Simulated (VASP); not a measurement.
# Fe7Co in VASP: a series of runs

The runs below take Fe7Co through single point, with PBEsol.

All numbers are computed with VASP 6.6.1; they aren't measurements. Logs are shortened: lines on timing, memory, paths and dates and some standing lists are left out, and cuts for length are marked.

**1. The cell of the first run**

The cell holds a disordered packing, 24 atoms: a = 6.576 Å, b = 6.304 Å, c = 6.604 Å, α = 93.62°, β = 88.42°, γ = 94.03°.

**2. Single point, PBEsol**

Input file INCAR:

```
ALGO = Normal ; EDIFF = 1E-6
ENCUT = 400 ; GGA = PS
GGA_COMPAT = F ; ISIF = 2
ISMEAR = -1 ; ISYM = -1
LASPH = T ; LCHARG = F
LREAL = Auto ; LWAVE = F
NBANDS = 116 ; NELM = 120
PREC = Accurate ; SIGMA = 0.0922
```

Input file KPOINTS:

```
explicit points
1
Reciprocal
  0.25000000   0.25000000   0.25000000 1
```

Input file POSCAR:

```
Fe7Co
1.0
    6.5711100000     -0.2250530000      0.0875820000
   -0.2250530000      6.2965610000     -0.2020190000
    0.0875820000     -0.2020190000      6.5998730000
Fe Co
21 3
Direct
    0.9200213570      0.2937308875      0.8828124283
    0.6982518793      0.2008937053      0.6071547209
    0.7737602157      0.5694648542      0.4556904736
    0.3664825973      0.4725330979      0.9034222909
    0.4056146472      0.8424803209      0.0862193091
    0.4012488518      0.3875402958      0.5670202027
    0.0652776780      0.0441008842      0.1520202081
    0.3961536778      0.0120660531      0.4891770858
    0.8965419338      0.9097348127      0.6584444551
    0.2373424441      0.0638160490      0.8518951999
    0.0463661610      0.8269302949      0.3902514170
    0.7020655859      0.5277863681      0.7981630201
    0.5659609956      0.1780978218      0.9218617007
    0.0386890600      0.4164829132      0.2094455448
    0.6763280120      0.8861569326      0.3977474078
    0.0884166048      0.1818958124      0.4990404675
    0.3471818993      0.2708759039      0.2030666642
    0.5000386749      0.7984752095      0.7226382653
    0.6252187902      0.5046757415      0.1173910735
    0.7636983743      0.9066882885      0.0224805887
    0.7339534265      0.2136341174      0.2729932897
    0.0161354963      0.7019177471     -0.0018088920
    0.1233190693      0.5613410466      0.6273014687
    0.3529899524      0.6118841083      0.3464929779
```

Potentials or basis: VASP PAW PBE potentials, release 64 (Fe, Co).

Launch:

```console
> cat potpaw_PBE.64/Fe/POTCAR potpaw_PBE.64/Co/POTCAR > POTCAR
> mpirun -np 1 vasp_std > vasp.out
```

OUTCAR:

```text
EDIFF = 1E-6
   ENCUT = 400
   GGA = PS
   ISIF = 2
   ISMEAR = -1
   ISYM = -1
   LASPH = T
   LREAL = Auto
   NELM = 120
   PREC = Accurate

 ion  position               nearest neighbor table
   1  0.920  0.294  0.883-  12 2.23  14 2.38   2 2.38  13 2.40  10 2.62  22 2.67   7 2.68  23 2.72
                             9 2.75  20 2.78  19 2.80  16 2.81  21 2.88   4 3.07
   2  0.698  0.201  0.607-  21 2.22  13 2.24  15 2.34  12 2.35   8 2.37   9 2.37   6 2.38   1 2.38
                             3 2.60  16 2.65  18 2.91
   3  0.774  0.569  0.456-  15 2.20  12 2.32  11 2.38  19 2.46  21 2.48  14 2.55   9 2.55  23 2.60
                             2 2.60   6 2.73  18 2.88  24 2.91
   4  0.366  0.473  0.903-  19 2.23   6 2.26  12 2.30  13 2.36  17 2.41  18 2.53   5 2.56  23 2.57
                            10 2.66  22 2.84  14 2.93  24 3.00   1 3.07
   5  0.406  0.842  0.086-  24 2.32  20 2.39  18 2.47  10 2.48   4 2.56  13 2.58   7 2.66  19 2.68
                            22 2.72  15 2.75   8 2.81  17 2.81  11 3.06
   6  0.401  0.388  0.567-  24 2.14  23 2.21   4 2.26   2 2.38   8 2.39  16 2.39  17 2.50  12 2.60
                             3 2.73  18 2.77  10 2.99  13 3.02  21 3.10
   7  0.065  0.044  0.152-  11 2.15  10 2.26  20 2.27  17 2.28  22 2.33  14 2.37  16 2.40  21 2.58
                             5 2.66   1 2.68
   8  0.396  0.012  0.489-  15 2.11  18 2.26  16 2.35   2 2.37   6 2.39  11 2.59  10 2.60  17 2.61
                            24 2.64   5 2.81  21 2.87
   9  0.897  0.910  0.658-  11 2.06  15 2.27  16 2.34   2 2.37  20 2.54   3 2.55  18 2.68  10 2.70
                            23 2.73   1 2.75  22 2.83  12 2.84
  10  0.237  0.064  0.852-   7 2.26  13 2.28   5 2.48  18 2.58   8 2.60   1 2.62   4 2.66  17 2.68
                             9 2.70  16 2.72  22 2.83   6 2.99
  11  0.046  0.827  0.390-   9 2.06   7 2.15  16 2.31   3 2.38  23 2.45  15 2.49  24 2.51   8 2.59
                            22 2.67  14 2.78   5 3.06
  12  0.702  0.528  0.798-  19 2.17   1 2.23   4 2.30  18 2.32   3 2.32   2 2.35  13 2.50   6 2.60
                            22 2.62  20 2.74   9 2.84  23 2.96
  13  0.566  0.178  0.922-   2 2.24  10 2.28   4 2.36  20 2.36  19 2.37  17 2.39   1 2.40  12 2.50
                             5 2.58  21 2.59  18 2.67   6 3.02
  14  0.039  0.416  0.209-  17 2.28  21 2.34  22 2.36   7 2.37   1 2.38  24 2.49  16 2.53   3 2.55
                            11 2.78  19 2.90  23 2.91   4 2.93
  15  0.676  0.886  0.398-   8 2.11   3 2.20   9 2.27  21 2.27   2 2.34  18 2.48  11 2.49  20 2.54
                            24 2.66   5 2.75  19 2.95
  16  0.088  0.182  0.499-  11 2.31   9 2.34   8 2.35   6 2.39   7 2.40  23 2.48  14 2.53  17 2.62
                             2 2.65  10 2.72   1 2.81  21 2.83
  17  0.347  0.271  0.203-   7 2.28  14 2.28  24 2.29  19 2.35  13 2.39   4 2.41   6 2.50   8 2.61
                            16 2.62  21 2.65  10 2.68   5 2.81
  18  0.500  0.798  0.723-   8 2.26  12 2.32   5 2.47  15 2.48   4 2.53  10 2.58  13 2.67   9 2.68
                            20 2.69   6 2.77  24 2.84  23 2.87   3 2.88   2 2.91
  19  0.625  0.505  0.117-  12 2.17   4 2.23  21 2.32  17 2.35  13 2.37  24 2.42   3 2.46   5 2.68
[... 128 lines left out ...]
   IALGO  =     38    algorithm
   IMIX   =      4    mixing-type and parameters
     AMIX     =   0.40;   BMIX     =  1.00
     AMIX_MAG =   1.60;   BMIX_MAG =  1.00
  volume/ion in A,a.u.               =      11.35        76.60
  Fermi-wavevector in a.u.,A,eV,Ry     =   1.464429  2.767369 29.178401  2.144552
  Thomas-Fermi vector in A             =   2.580406
   LORBIT       =      0    0 simple, 1 ext, 2 COOP (PROOUT), +10 PAW based schemes
   GGA     = PS    functional components
   LHFCALC =     F    Hartree Fock is set to
   AEXX    =    0.0000 exact exchange contribution
   IVDW    =     0    specifies the selected vdW correction
   LEPSILON=     F    determine dielectric tensor
   LRPA    =     F    only Hartree local field effects (RPA)
 non-spin polarized calculation
  energy-cutoff  :      400.00
  volume of cell :      272.43
 maximum number of plane-waves:      4922
 NGX is ok and might be reduce to    42
   NGX = 21   NGY = 21   NGZ = 21

 number of electron     195.0000016 magnetization

 Free energy of the ion-electron system (eV)
  ---------------------------------------------------
  ext. energy  EPLUGINS =         0.00000000
  ---------------------------------------------------
  free energy    TOTEN  =      -199.17617535 eV

  energy without entropy =     -197.74937889  energy(sigma->0) =     -198.46277712

 E-fermi :   6.1672     XC(G=0): -13.2583

 val. band max:        6.1579324796   @ k =   0.2500   0.2500   0.2500
 cond. band min:       6.1901424581   @ k =   0.2500   0.2500   0.2500
 fundamental gap:      0.0322099785
 Fermi energy:         6.1671968715

 k-point     1 :       0.2500    0.2500    0.2500
  band No.  band energies     occupation
      1      -1.5037      2.00000
      2      -0.0290      2.00000
      3       0.0429      2.00000
      4       0.2439      2.00000
      5       1.1644      2.00000
      6       1.3531      2.00000
[... 101 lines left out ...]
    108       6.5622      0.02719
    109       6.5958      0.01897
 [bands above 109 left out]

------------------------ aborting loop because EDIFF is reached ----------------------------------------

  FORCE on cell =-STRESS in cart. coord.  units (eV):
  Direction    XX          YY          ZZ          XY          YZ          ZX
  --------------------------------------------------------------------------------------
  -------------------------------------------------------------------------------------
  Total      -29.7269220    -31.4035345    -23.6161635     -7.8971118     -5.2018402      0.5600015
  in kB     -174.8261088   -184.6863841   -138.8883106    -46.4434672    -30.5923865      3.2934082
  external PRESSURE =    -166.1336011 kB  Pullay stress =       0.0000000 kB

 VOLUME and BASIS-vectors are now :
 -----------------------------------------------------------------------------
  energy-cutoff  :      400.00
  volume of cell :      272.43
      direct lattice vectors                 reciprocal lattice vectors
     6.571110000 -0.225053000  0.087582000     0.152390551  0.005387183 -0.001857362
    -0.225053000  6.296561000 -0.202019000     0.005387183  0.159163419  0.004800428
     0.087582000 -0.202019000  6.599873000    -0.001857362  0.004800428  0.151689654

 POSITION                                       TOTAL-FORCE (eV/Angst)
 -----------------------------------------------------------------------------------
      6.05677      1.46410      5.84769         1.680199     -1.004966      0.510471
      4.59625      0.98514      4.02771         0.679390     -0.113030     -0.544586
      4.99621      3.31948      2.96022         0.631764     -0.800963     -0.034329
      2.38098      2.71035      5.89911        -2.122903      0.202367      0.278290
      2.48329      5.19603      0.43436        -0.206675      0.806285      0.077712
      2.59909      2.23532      3.69911         1.385065     -1.447739      0.516860
[... 16 lines left out ...]
      0.73895      3.38004      4.03751        -1.154359      0.802285      0.833493
      2.21218      3.70333      2.19411        -0.087684      1.257213     -0.311191
 -----------------------------------------------------------------------------------
    total drift:                                0.006244      0.001986      0.005648

  FREE ENERGIE OF THE ION-ELECTRON SYSTEM (eV)
  ---------------------------------------------------
  free  energy   TOTEN  =      -199.1761753529 eV

  energy  without entropy=     -197.7493788943  energy(sigma->0) =     -198.46277712
```

It took 3.2 min on 1 thread of Intel Xeon 6975P-C (Granite Rapids), shared host; peak memory 0.3 GiB.

What came out:

```
Free energy            : -199.1762 eV
Pressure               : -16.6 GPa
Largest force          : 2.857 eV/Å
Band gap on the k mesh : zero (an odd number of electrons rules out a gap without spin polarisation)
```

Forces in eV/Å, atoms in the order of the input:
```
Fe   1.680 -1.005  0.510
Fe   0.679 -0.113 -0.545
Fe   0.632 -0.801 -0.034
Fe  -2.123  0.202  0.278
Fe  -0.207  0.806  0.078
Fe   1.385 -1.448  0.517
Fe  -0.405  0.540  0.168
Fe  -1.546  0.505  0.044
Fe  -0.877 -0.288  2.303
Fe  -0.170  0.288 -0.866
Fe   1.804 -1.742 -1.368
Fe   0.463  0.645 -1.085
Fe   0.083 -0.219  0.822
Fe  -0.250  0.924  0.411
Fe  -0.029 -0.982 -2.030
Fe  -0.633  1.076  0.140
Fe   0.072 -0.888 -0.063
Fe  -0.288  0.416  0.526
Fe   1.666  0.980  1.525
Fe  -1.542 -0.153 -0.197
Fe   0.189  0.190 -0.914
Co   0.659 -0.991 -0.741
Co  -1.154  0.802  0.833
Co  -0.088  1.257 -0.311
```

Stress tensor (GPa, compression positive):
```
-17.48  -4.64   0.33
 -4.64 -18.47  -3.06
  0.33  -3.06 -13.89
```

Levels at points of the mesh, in eV from the Fermi level:
| k point | band 96 | band 97 | band 98 | band 99 | band 100 | band 101 |
| --- | --- | --- | --- | --- | --- | --- |
| (0.25, 0.25, 0.25) | -0.07 | -0.05 | -0.01 | 0.02 | 0.09 | 0.13 |

Caveat: the atoms stand as in a frame of molecular dynamics; the PAW data sets were made with another functional, which shifts forces and pressure a little; the run has no spin polarisation, though such a crystal can be magnetic. Spin polarisation is off, so any magnetic state and its effect on volume and gap are missing.

**3. Single point, PBEsol**

Input file INCAR:

```
SYSTEM = Fe7Co
  PREC = Accurate
  ENCUT = 400
  EDIFF = 1E-6
  ISMEAR = -1
  SIGMA = 0.05
  LREAL = Auto
  LASPH = .True.
  NELM = 120
  ALGO = Normal
  ISIF = 2
  LWAVE = .False.
  LCHARG = .True.
  GGA = PS
  LELF = .True.
  LVHAR = .True.
  ISYM = -1
  NBANDS = 116
  GGA_COMPAT = .False.
```

KPOINTS is that of step 2.

Input file POSCAR:

```
Fe7Co
1.0
    6.5711100000     -0.2250530000      0.0875820000
   -0.2250530000      6.2965610000     -0.2020190000
    0.0875820000     -0.2020190000      6.5998730000
Fe Co
21 3
Direct
    0.9278248537      0.2935003006      0.8914497114
    0.7059905068      0.2080614657      0.6123356175
    0.7860254554      0.5703984076      0.4563282709
    0.3496532822      0.4704101157      0.9074813178
    0.4063054858      0.8546309455      0.0870294992
    0.4016763511      0.3625241291      0.5729105914
    0.0672468785      0.0462697081      0.1458918594
    0.3923673525      0.0124260902      0.4859502583
    0.8971330357      0.9061684848      0.6715886117
    0.2291823487      0.0798825406      0.8334518774
    0.0477932857      0.8082924683      0.3855667533
    0.7172563162      0.5274944156      0.7835405547
    0.5620246435      0.1814774093      0.9276367352
    0.0324332113      0.4216148103      0.2118869010
    0.6720128839      0.8696463907      0.3849985995
    0.0782981601      0.1824665047      0.5104680335
    0.3462143790      0.2734753485      0.2046274328
    0.5061146912      0.8027927260      0.7307963118
    0.6343094131      0.5180049799      0.1228979347
    0.7609574503      0.9150290231      0.0292858776
    0.7325505416      0.2192838772      0.2713834445
    0.0182021092      0.6867497113      0.9880457265
    0.1157454074      0.5647521198      0.6294027846
    0.3601358761      0.6256411585      0.3529373945
```

Potentials or basis: VASP PAW PBE potentials, release 64 (Fe, Co).

Launch:

```console
> cat potpaw_PBE.64/Fe/POTCAR potpaw_PBE.64/Co/POTCAR > POTCAR
> mpirun -np 1 vasp_std > vasp.out
```

Wall time 3.1 min (1 thread of Intel Xeon 6975P-C (Granite Rapids), shared host); peak memory 0.29 GiB.

Results (log left out):

* Free energy: -200.0546 eV
* Pressure: -20.8 GPa
* Largest force: 1.681 eV/Å
* Band gap on the k mesh: zero (an odd number of electrons rules out a gap without spin polarisation)

Forces in eV/Å, atoms in the order of the input:
```
Fe   1.175 -0.991 -0.110
Fe   0.541 -1.251 -0.985
Fe   0.060 -1.094  0.055
Fe  -0.671  0.446  0.044
Fe  -0.544  0.543  0.183
Fe   0.634  0.331  0.193
Fe  -0.186  0.076  0.479
Fe  -0.720 -0.179  0.154
Fe  -0.975 -0.281  0.859
Fe   0.023  0.013 -0.202
Fe   1.271  0.086 -0.973
Fe  -0.376  0.870  0.749
Fe   0.238 -0.160  0.556
Fe   0.344  0.707  0.607
Fe  -0.019  0.043 -1.434
Fe  -0.471  0.526 -0.406
Fe   0.127 -0.606  0.278
Fe  -0.247  0.576  0.010
Fe   0.888  1.070  0.138
Fe  -0.829 -0.598 -0.549
Fe  -0.111 -0.294 -0.399
Co   0.104  0.122 -0.188
Co  -0.277  0.141  0.558
Co   0.021 -0.096  0.384
```

Stress tensor (GPa, compression positive):
```
-22.83  -3.96   0.58
 -3.96 -21.18  -2.89
  0.58  -2.89 -18.51
```

Levels at points of the mesh, in eV from the Fermi level:
```tsv
k point	band 93	band 94	band 95	band 96	band 97	band 98	band 99	band 100	band 101	band 102
(0.25, 0.25, 0.25)	-0.17	-0.12	-0.09	-0.09	-0.04	0.01	0.03	0.07	0.09	0.14
```

Caveat: the atoms stand as in a frame of molecular dynamics; the PAW data sets were made with another functional, which shifts forces and pressure a little; the run has no spin polarisation, though such a crystal can be magnetic. Spin polarisation is off, so any magnetic state and its effect on volume and gap are missing.
